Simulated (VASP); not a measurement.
# Zn (P6_3/mmc) in VASP: notebook

The runs below take Zn through single point, relaxation of cell and atoms, with LDA.

Program: VASP 6.6.1. These are calculated values, not measurements. Logs are shortened: lines on timing, memory, paths and dates and some standing lists are left out, and cuts for length are marked.

## (1) The cell of the first run

Symmetry: P6_3/mmc, No. 194, hexagonal system. The conventional cell has a = 2.580 Å, b = 2.580 Å, c = 4.677 Å, α = 90.00°, β = 90.00°, γ = 120.00°. Within 3.4 Å of Zn (site symmetry -6m2) lie 12 Zn at 2.58 to 2.77 Å.

## (2) Single point, LDA

Input file INCAR:

```
SYSTEM = Zn
ALGO     = Normal         ! electronic algorithm
EDIFF    = 1E-6           ! SCF threshold, eV
ENCUT    = 520            ! plane-wave cutoff, eV
GGA      = CA             ! functional
ISIF     = 2              ! what is computed and relaxed
ISMEAR   = 1              ! smearing method
LASPH    = .True.         ! aspherical terms in the spheres
LCHARG   = .False.        ! write CHGCAR
LREAL    = .False.        ! projectors in reciprocal space
LWAVE    = .False.        ! write WAVECAR
NBANDS   = 19             ! bands
NELM     = 60             ! most SCF steps
PREC     = Accurate       ! precision mode
SIGMA    = 0.1            ! smearing width, eV
```

Input file KPOINTS:

```
k-points
0
Gamma
  19 19 9
  0 0 0
```

Input file POSCAR:

```
Zn
1.0
    2.5804833786      0.0000000000      0.0000000000
   -1.2902416893      2.2347641599      0.0000000000
    0.0000000000      0.0000000000      4.6765481303
Zn
2
Direct
    0.3333333333      0.6666666667      0.2500000000
    0.6666666667      0.3333333333      0.7500000000
```

Potentials or basis: VASP PAW LDA potentials, release 64 (Zn).

Launch:

```bash
$ cat potpaw_LDA.64/Zn/POTCAR > POTCAR
$ mpirun -np 1 vasp_std > vasp.out
```

OUTCAR:

```text
SYSTEM = Zn
   EDIFF = 1E-6
   ENCUT = 520
   GGA = CA
   ISIF = 2
   ISMEAR = 1
   LASPH = .True.
   LREAL = .False.
   NELM = 60
   PREC = Accurate

 ion  position               nearest neighbor table
   1  0.333  0.667  0.250-   2 2.77   2 2.77   2 2.77   2 2.77   2 2.77   2 2.77
   2  0.667  0.333  0.750-   1 2.77   1 2.77   1 2.77   1 2.77   1 2.77   1 2.77

  LATTYP: Found a hexagonal cell.
 ALAT       =     2.5804833786
 C/A-ratio  =     1.8122760135

  Lattice vectors:

 A1 = (   2.5804833786,   0.0000000000,   0.0000000000)
 A2 = (  -1.2902416893,   2.2347641599,   0.0000000000)
 A3 = (   0.0000000000,   0.0000000000,   4.6765481303)

Analysis of symmetry for initial positions (statically):
=====================================================================
 Subroutine PRICEL returns:
 Original cell was already a primitive cell.

 Routine SETGRP: Setting up the symmetry group for a
 hexagonal supercell.

 Subroutine GETGRP returns: Found 24 space group operations
 (whereof 12 operations were pure point group operations)
 out of a pool of 24 trial point group operations.

The static configuration has the point symmetry D_3d.
 The point group associated with its full space group is D_6h.

Analysis of symmetry for dynamics (positions and initial velocities):
=====================================================================
 Subroutine PRICEL returns:
 Original cell was already a primitive cell.

 Routine SETGRP: Setting up the symmetry group for a
 hexagonal supercell.

 Subroutine GETGRP returns: Found 24 space group operations
 (whereof 12 operations were pure point group operations)
 out of a pool of 24 trial point group operations.

The dynamic configuration has the point symmetry D_3d.
 The point group associated with its full space group is D_6h.

 Subroutine INISYM returns: Found 24 space group operations
 (whereof 12 operations are pure point group operations),
 and found     1 'primitive' translations

----------------------------------------------------------------------------------------

                                     Primitive cell

  volume of cell :      26.9686

  direct lattice vectors                    reciprocal lattice vectors
     2.580483379  0.000000000  0.000000000     0.387524294  0.223737256  0.000000000
    -1.290241689  2.234764160  0.000000000     0.000000000  0.447474511  0.000000000
     0.000000000  0.000000000  4.676548130     0.000000000  0.000000000  0.213832932

  length of vectors
     2.580483379  2.580483379  4.676548130     0.447474511  0.447474511  0.213832932

  position of ions in fractional coordinates (direct lattice)
     0.333333333  0.666666667  0.250000000
     0.666666667  0.333333333  0.750000000

  ion indices of the primitive-cell ions
   primitive index   ion index
                 1           1
                 2           2

----------------------------------------------------------------------------------------

 KPOINTS: k-points

Automatic generation of k-mesh.
 Grid dimensions read from file:
 generate k-points for:   19   19    9

 Generating k-lattice:

  Cartesian coordinates                     Fractional coordinates (reciprocal lattice)
     0.020396015  0.011775645  0.000000000     0.052631579  0.000000000  0.000000000
     0.000000000  0.023551290  0.000000000     0.000000000  0.052631579  0.000000000
     0.000000000  0.000000000  0.023759215     0.000000000  0.000000000  0.111111111

  Length of vectors
     0.023551290  0.023551290  0.023759215

  Shift w.r.t. Gamma in fractional coordinates (k-lattice)
     0.000000000  0.000000000  0.000000000

 Subroutine IBZKPT returns following result:
 ===========================================

 Found    200 irreducible k-points:

 Following reciprocal coordinates:
            Coordinates               Weight
  0.000000  0.000000  0.000000      1.000000
  0.052632 -0.000000  0.000000      6.000000
  0.105263 -0.000000  0.000000      6.000000
  0.157895  0.000000  0.000000      6.000000
  0.210526  0.000000  0.000000      6.000000
  0.263158  0.000000  0.000000      6.000000
[... 16 lines left out ...]
  0.263158  0.105263  0.000000     12.000000
  0.315789  0.105263  0.000000     12.000000
 [... further k-points ...]
   k-points           NKPTS =    200   k-points in BZ     NKDIM =    200   number of bands    NBANDS=     19
   number of dos      NEDOS =    301   number of ions     NIONS =      2
   total plane-waves  NPLWV =  14400
   dimension x,y,z NGX =    20 NGY =   20 NGZ =   36
   dimension x,y,z NGXF=    40 NGYF=   40 NGZF=   72
   ions per type =               2
   NGX,Y,Z   is equivalent  to a cutoff of  12.88, 12.88, 12.80 a.u.
   NGXF,Y,Z  is equivalent  to a cutoff of  25.77, 25.77, 25.60 a.u.
 SYSTEM =  Zn
   PREC   = accura    normal or accurate (medium, high low for compatibility)
   ISTART =      0    job   : 0-new  1-cont  2-samecut
   ICHARG =      2    charge: 1-file 2-atom 10-const
   ISPIN  =      1    spin polarized calculation?
   LNONCOLLINEAR =      F non collinear calculations
   LSORBIT =      F    spin-orbit coupling
   LASPH  =      T    aspherical Exc in radial PAW
   ENCUT  =  520.0 eV  38.22 Ry    6.18 a.u.   4.80  4.80  8.70*2*pi/ulx,y,z
   NELM   =     60;   NELMIN=  2; NELMDL= -5     # of ELM steps
   EDIFF  = 0.1E-05   stopping-criterion for ELM
   LREAL  =      F    real-space projection
   EDIFFG = 0.1E-04   stopping-criterion for IOM
   NSW    =      0    number of steps for IOM
   IBRION =     -1    ionic relax: 0-MD 1-quasi-New 2-CG
   NFREE  =      0    steps in history (QN), initial steepest desc. (CG)
   ISIF   =      2    stress and relaxation
   ISYM   =      2    0-nonsym 1-usesym 2-fastsym
   POTIM  = 0.5000    time-step for ionic-motion
   TEBEG  =    0.0;   TEEND  =   0.0 temperature during run
   PSTRESS=    0.0 pullay stress
   NELECT =      24.0000    total number of electrons
   NUPDOWN=      -1.0000    fix difference up-down
   EMIN   =  10.00;   EMAX   =-10.00  energy-range for DOS
   EFERMI =   0.00;   METHOD = LEGACY
   ISMEAR =     1;   SIGMA  =   0.10  broadening in eV -4-tet -1-fermi 0-gaus
   EFERMI_NEDOS =   21; number of points for ismear=-14 and -15
   IALGO  =     38    algorithm
   IMIX   =      4    mixing-type and parameters
     AMIX     =   0.40;   BMIX     =  1.00
     AMIX_MAG =   1.60;   BMIX_MAG =  1.00
  volume/ion in A,a.u.               =      13.48        91.00
  Fermi-wavevector in a.u.,A,eV,Ry     =   1.574681  2.975715 33.737271  2.479619
  Thomas-Fermi vector in A             =   2.675778
   LORBIT       =      0    0 simple, 1 ext, 2 COOP (PROOUT), +10 PAW based schemes
   GGA     = CA    functional components
   LHFCALC =     F    Hartree Fock is set to
   AEXX    =    0.0000 exact exchange contribution
   IVDW    =     0    specifies the selected vdW correction
   LEPSILON=     F    determine dielectric tensor
   LRPA    =     F    only Hartree local field effects (RPA)
 non-spin polarized calculation
 Methfessel and Paxton  Order N= 1 SIGMA  =   0.10
  energy-cutoff  :      520.00
  volume of cell :       26.97
 maximum number of plane-waves:       737
 NGX is ok and might be reduce to    20
   NGX =  9   NGY =  9   NGZ = 17

 number of electron      23.9999980 magnetization

 Free energy of the ion-electron system (eV)
  ---------------------------------------------------
  ext. energy  EPLUGINS =         0.00000000
  ---------------------------------------------------
  free energy    TOTEN  =        -3.75467565 eV

  energy without entropy =       -3.75430252  energy(sigma->0) =       -3.75455127

 E-fermi :   3.8816     XC(G=0): -12.5452

 val. band max:        3.8656424124   @ k =   0.2105   0.1579   0.0000
 cond. band min:       3.8855023922   @ k =   0.2105   0.0526   0.1111
 fundamental gap:      0.0198599797
 Fermi energy:         3.8815571795

 k-point     1 :       0.0000    0.0000    0.0000
  band No.  band energies     occupation
      1      -7.5991      2.00000
      2      -5.4148      2.00000
      3      -4.5349      2.00000
      4      -4.2868      2.00000
      5      -4.2868      2.00000
      6      -4.2156      2.00000
[... 11 lines left out ...]
     18      23.9753      0.00000
     19      23.9761      0.00000

 k-point     2 :       0.0526   -0.0000    0.0000
  band No.  band energies     occupation
      1      -7.5113      2.00000
      2      -5.3739      2.00000
      3      -4.5263      2.00000
      4      -4.2955      2.00000
      5      -4.2637      2.00000
      6      -4.2265      2.00000
[... 11 lines left out ...]
     18      23.5580      0.00000
     19      24.9105      0.00000

 k-point     3 :       0.1053   -0.0000    0.0000
  band No.  band energies     occupation
      1      -7.2510      2.00000
      2      -5.2608      2.00000
      3      -4.5090      2.00000
      4      -4.3135      2.00000
      5      -4.2494      2.00000
      6      -4.1962      2.00000
[... 11 lines left out ...]
     18      23.1238      0.00000
     19      24.8682      0.00000

 k-point     4 :       0.1579    0.0000    0.0000
  band No.  band energies     occupation
      1      -6.8294      2.00000
      2      -5.1072      2.00000
      3      -4.5023      2.00000
      4      -4.3412      2.00000
      5      -4.2322      2.00000
      6      -4.1147      2.00000
[... 11 lines left out ...]
     18      21.4747      0.00000
     19      22.4449      0.00000

 k-point     5 :       0.2105    0.0000    0.0000
  band No.  band energies     occupation
      1      -6.2779      2.00000
      2      -4.9806      2.00000
      3      -4.4794      2.00000
      4      -4.3760      2.00000
      5      -4.3240      2.00000
      6      -4.1227      2.00000
[... 11 lines left out ...]
     18      20.5371      0.00000
     19      21.4318      0.00000

 k-point     6 :       0.2632    0.0000    0.0000
  band No.  band energies     occupation
      1      -5.6901      2.00000
      2      -4.9536      2.00000
      3      -4.5185      2.00000
      4      -4.3955      2.00000
      5      -4.3430      2.00000
      6      -4.0621      2.00000
[... 11 lines left out ...]
     18      20.0125      0.00000
     19      22.1043      0.00000

 k-point     7 :       0.3158    0.0000    0.0000
  band No.  band energies     occupation
      1      -5.2840      2.00000
      2      -4.9980      2.00000
      3      -4.6793      2.00000
      4      -4.3188      2.00000
      5      -4.1462      2.00000
      6      -4.1409      2.00000
[... 11 lines left out ...]
     18      19.6009      0.00000
     19      21.9310      0.00000

 k-point     8 :       0.3684   -0.0000    0.0000
  band No.  band energies     occupation
      1      -5.1598      2.00000
      2      -5.0490      2.00000
      3      -4.8004      2.00000
      4      -4.2281      2.00000
      5      -4.2076      2.00000
      6      -4.1057      2.00000
[... 256 lines left out ...]
 k-point    20 :       0.1053    0.1053    0.0000
  band No.  band energies     occupation
      1      -6.5825      2.00000
      2      -5.0171      2.00000
      3      -4.5271      2.00000
      4      -4.3222      2.00000
      5      -4.2928      2.00000
      6      -4.1857      2.00000
[... 11 lines left out ...]
     18      21.8116      0.00000
     19      22.5335      0.00000

 k-point    21 :       0.1579    0.1053    0.0000
  band No.  band energies     occupation
      1      -6.0439      2.00000
      2      -4.8821      2.00000
      3      -4.5550      2.00000
      4      -4.3692      2.00000
      5      -4.3631      2.00000
      6      -4.2173      2.00000
[... 11 lines left out ...]
     18      20.7518      0.00000
     19      21.3099      0.00000

 k-point    22 :       0.2105    0.1053    0.0000
  band No.  band energies     occupation
      1      -5.4734      2.00000
      2      -4.8486      2.00000
      3      -4.5387      2.00000
      4      -4.4959      2.00000
      5      -4.3667      2.00000
      6      -4.1682      2.00000
[... 11 lines left out ...]
     18      19.9202      0.00000
     19      20.6538      0.00000

 k-point    23 :       0.2632    0.1053    0.0000
  band No.  band energies     occupation
      1      -5.0968      2.00000
      2      -4.9015      2.00000
      3      -4.6791      2.00000
      4      -4.3157      2.00000
      5      -4.3016      2.00000
      6      -4.2188      2.00000
[... 11 lines left out ...]
     18      19.2126      0.00000
     19      20.0576      0.00000

 k-point    24 :       0.3158    0.1053    0.0000
  band No.  band energies     occupation
      1      -5.0203      2.00000
      2      -4.9451      2.00000
      3      -4.7851      2.00000
      4      -4.2546      2.00000
      5      -4.2166      2.00000
      6      -4.0979      2.00000
[... 11 lines left out ...]
     18      18.6565      0.00000
     19      19.5950      0.00000

 [... further k-points ...]
[... 5 lines left out ...]
  --------------------------------------------------------------------------------------
  -------------------------------------------------------------------------------------
  Total        0.1404513      0.1404513      0.0892226      0.0000000     -0.0000000      0.0000000
  in kB        8.3440733      8.3440733      5.3006251      0.0000000     -0.0000000      0.0000000
  external PRESSURE =       7.3295906 kB  Pullay stress =       0.0000000 kB

 VOLUME and BASIS-vectors are now :
 -----------------------------------------------------------------------------
  energy-cutoff  :      520.00
  volume of cell :       26.97
      direct lattice vectors                 reciprocal lattice vectors
     2.580483379  0.000000000  0.000000000     0.387524294  0.223737256  0.000000000
    -1.290241689  2.234764160  0.000000000     0.000000000  0.447474511  0.000000000
     0.000000000  0.000000000  4.676548130     0.000000000  0.000000000  0.213832932

 POSITION                                       TOTAL-FORCE (eV/Angst)
 -----------------------------------------------------------------------------------
     -0.00000      1.48984      1.16914         0.000000      0.000000      0.000000
      1.29024      0.74492      3.50741        -0.000000      0.000000      0.000000
 -----------------------------------------------------------------------------------
    total drift:                               -0.000000      0.000000      0.000000

  FREE ENERGIE OF THE ION-ELECTRON SYSTEM (eV)
  ---------------------------------------------------
  free  energy   TOTEN  =        -3.7546756501 eV

  energy  without entropy=       -3.7543025168  energy(sigma->0) =       -3.75455127
```

Run time: 29 s. Hardware: 1 thread of Intel Xeon 6975P-C (Granite Rapids), shared host; peak memory 0.19 GiB.

Results:

```
Free energy            : -3.7547 eV
Pressure               : 0.7 GPa
Band gap on the k mesh : zero (band 12 reaches 5.60 eV, above the bottom of band 13 at 1.11 eV)
```

Levels at points of the mesh, in eV from the Fermi level:
```
           k point  band 8  band 9  band 10  band 11  band 12  band 13  band 14  band 15  band 16  band 17
(0.00, 0.00, 0.00)   -7.73   -7.73    -7.44    -7.44    -4.19    -2.77    15.48    18.31    18.31    19.09
```

## (3) Relaxation of cell and atoms, LDA

This run uses another cell than the first one, of 15.33 Å³/atom, 1.137 times its volume.

Input file INCAR:

```
ALGO     = Normal         # electronic algorithm
EDIFF    = 1E-6           # SCF threshold, eV
EDIFFG   = -0.03          # ionic threshold
ENCUT    = 600            # plane-wave cutoff, eV
GGA      = CA             # functional
IBRION   = 2              # ionic algorithm
ISIF     = 3              # what is computed and relaxed
ISMEAR   = 1              # smearing method
LASPH    = T              # aspherical terms in the spheres
LCHARG   = F              # write CHGCAR
LREAL    = F              # projectors in reciprocal space
LWAVE    = F              # write WAVECAR
NELM     = 80             # most SCF steps
NSW      = 80             # ionic steps
PREC     = Accurate       # precision mode
SIGMA    = 0.1            # smearing width, eV
```

Input file KPOINTS:

```
k-points
0
Gamma
  19 19 9
```

Input file POSCAR:

```
Zn
1.0
    2.6700000000      0.0000000000      0.0000000000
   -1.3350000000      2.3122878300      0.0000000000
    0.0000000000      0.0000000000      4.9660000000
Zn
2
Direct
    0.3333333333      0.6666666667      0.2500000000
    0.6666666667      0.3333333333      0.7500000000
```

Potentials or basis: VASP PAW LDA potentials, release 64 (Zn).

Launch:

```bash
$ cat potpaw_LDA.64/Zn/POTCAR > POTCAR
$ mpirun -np 1 vasp_std > vasp.out
```

It took 2.6 min on 1 thread of Intel Xeon 6975P-C (Granite Rapids), shared host; peak memory 0.23 GiB.

The run converged. Its results:

* Free energy: -3.7564 eV
* Relaxed volume: 13.56 Å³/atom
* Relaxed cell: a = 2.583 Å, b = 2.583 Å, c = 4.694 Å, α = 90.00°, β = 90.00°, γ = 120.00°
* Space group after relaxing (to 0.05 Å): P6_3/mmc (No. 194)
* Energy gained by relaxing: 53.0 meV/atom
* Ionic steps: 8
* Pressure after relaxing: 0.1 GPa
* Band gap on the k mesh: zero (band 12 reaches 5.54 eV, above the bottom of band 13 at 1.03 eV)

Stress tensor (GPa, compression positive):
```
 0.21  0.00  0.00
 0.00  0.21  0.00
 0.00  0.00 -0.21
```

Step by step:
```csv
step,energy change (eV),largest force (eV/Å),pressure (GPa),volume (Å³)
1,0.0000,0.0000,-8.88,30.66
2,-0.0972,0.0000,1.20,27.04
3,-0.1003,0.0000,0.14,27.44
4,-0.1004,0.0000,-0.22,27.54
5,-0.1023,0.0000,-0.18,27.44
6,-0.1052,0.0000,-0.04,27.23
7,-0.1011,0.0000,0.93,26.78
8,-0.1059,0.0000,0.07,27.12
```

Final structure:
```yaml
crystal:
  lattice:
    - [2.58298, 0.00000, 0.00000]
    - [-1.29149, 2.23693, 0.00000]
    - [0.00000, 0.00000, 4.69405]
  atoms:
    - { symbol: Zn, position: [0.33333, 0.66667, 0.25000] }
    - { symbol: Zn, position: [0.66667, 0.33333, 0.75000] }
```

Levels at points of the mesh, in eV from the Fermi level:
| k point | band 9 | band 10 | band 11 | band 12 | band 13 | band 14 | band 15 | band 16 |
| --- | --- | --- | --- | --- | --- | --- | --- | --- |
| (0.00, 0.00, 0.00) | -7.71 | -7.42 | -7.42 | -4.16 | -2.80 | 15.32 | 18.30 | 18.30 |

Caveat: the volume moved by -12 % from the deposited cell, more than functionals usually miss. LDA usually gives volumes a few per cent too small.
